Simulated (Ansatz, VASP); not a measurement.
## CdS in VASP and in Ansatz

```
CELL_PARAMETERS angstrom
4.15000 0.00000 0.00000
-2.07500 3.59401 0.00000
0.00000 0.00000 6.73700
ATOMIC_POSITIONS crystal
Cd 0.33333 0.66667 0.00000
Cd 0.66667 0.33333 0.50000
S 0.33333 0.66667 0.37500
S 0.66667 0.33333 0.87500
```

Alike in both runs: task single point; functional r2SCAN; k mesh 6 × 6 × 2; no spin polarisation.

|  | VASP | Ansatz |
| --- | --- | --- |
| version | VASP 6.6.1 | Ansatz 0.2.0 |
| potentials or method | VASP PAW PBE potentials, release 64 (Cd, S), cutoff 520 eV | plane waves, PAW |
| occupations | gaussian, width 0.01 eV | fixed |
| valence electrons in the cell | 36 | 52 |

VASP gave:

| Property | Result |
| --- | --- |
| pressure (GPa) | 1.0 |
| traceless stress, the component that is largest in VASP (GPa) | 0.39 |
| rms of the force components (eV/Å) | 0.041 |

Q: Estimate Ansatz's values.

A: Pressure (GPa): 0.7; traceless stress, the component that is largest in VASP (GPa): 0.38; rms of the force components (eV/Å): 0.040.

VASP's potentials were made for PBE, not for r2SCAN. Atom by atom the forces differ by 0.001 eV/Å (rms over components). VASP's potentials hold 36 valence electrons a cell and Ansatz's 52, so a difference there can come from the potentials and not from the codes.

The k mesh is coarse, so the values compare programs but aren't converged.
